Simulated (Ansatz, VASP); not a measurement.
## One calculation of SnTe, two programs

File POSCAR:

```
SnTe
1.0
    0.0000000000      3.1508500000      3.1508500000
    3.1508500000      0.0000000000      3.1508500000
    3.1508500000      3.1508500000      0.0000000000
Te Sn
1 1
Direct
    0.5000000000      0.5000000000      0.5000000000
    0.0000000000      0.0000000000      0.0000000000
```

File INCAR.step1:

```
  PREC = Accurate
  ENCUT = 520
  EDIFF = 1E-5
  ISMEAR = -1
  SIGMA = 0.05
  LREAL = False
  LASPH = True
  NELM = 80
  ALGO = Normal
  ISIF = 2
  LWAVE = True
  LCHARG = False
  GGA = PE
  NBANDS = 17
```

Contents of INCAR.step2:

```
  PREC = Accurate
  ENCUT = 520
  EDIFF = 1E-7
  ISMEAR = -1
  SIGMA = 0.05
  LREAL = False
  LASPH = True
  NELM = 80
  ALGO = Normal
  ISIF = 2
  LWAVE = False
  LCHARG = False
  GGA = PS
  LHFCALC = True
  AEXX = 0.25
  HFSCREEN = 0.207
  PRECFOCK = Normal
  ISTART = 1
  NBANDS = 17
```

The input KPOINTS:

```
regular mesh
0
Gamma
  4 4 4
```

Contents of input.yaml:

```yaml
crystal:
  lattice:
    - [0.0, 3.15085, 3.15085]
    - [3.15085, 0.0, 3.15085]
    - [3.15085, 3.15085, 0.0]
  atoms:
    - { symbol: Te, position: [0.5, 0.5, 0.5] }
    - { symbol: Sn, position: [0.0, 0.0, 0.0] }
hamiltonian:
  xc:
    exchange: hjs_pbesol
    correlation: pbesol
    exx: { coeff: 0.25, omega: 0.207 }
  pseudopotentials: { kind: paw }
kpoints:
  mp_grid: { grid: [4, 4, 4] }
scf:
  occupations: { method: fermi_dirac, width: 0.05 }
output:
  forces: true
  stress: true
  eigenvalues: true
```

Alike in both runs: task single point; functional PBEsol-based screened hybrid with a share of 0.25 of exact exchange and HFSCREEN = 0.207; k mesh 4 × 4 × 4; occupations fermi-dirac, width 0.05 eV; no spin polarisation.

|  | VASP | Ansatz |
| --- | --- | --- |
| version | VASP 6.6.1 | Ansatz 0.2.0 |
| potentials or method | VASP PAW PBE potentials, release 64 (Te, Sn_d) | Ansatz PAW |
| plane-wave cutoff (eV) | 520 | 420 |
| valence electrons in the cell | 20 | 30 |

|  | VASP | Ansatz | Ansatz less VASP |
| --- | --- | --- | --- |
| pressure (GPa) | -1.1 | -0.6 | +0.48 |

VASP's potentials were made for PBE, not for PBEsol-based screened hybrid. With one functional, cell and mesh, what is left measures potentials, basis and numerics. VASP's potentials hold 20 valence electrons a cell and Ansatz's 30, so a difference there can come from the potentials and not from the codes.

The k mesh is coarse, so the values compare programs but aren't converged. Neither program's run includes spin-orbit coupling.
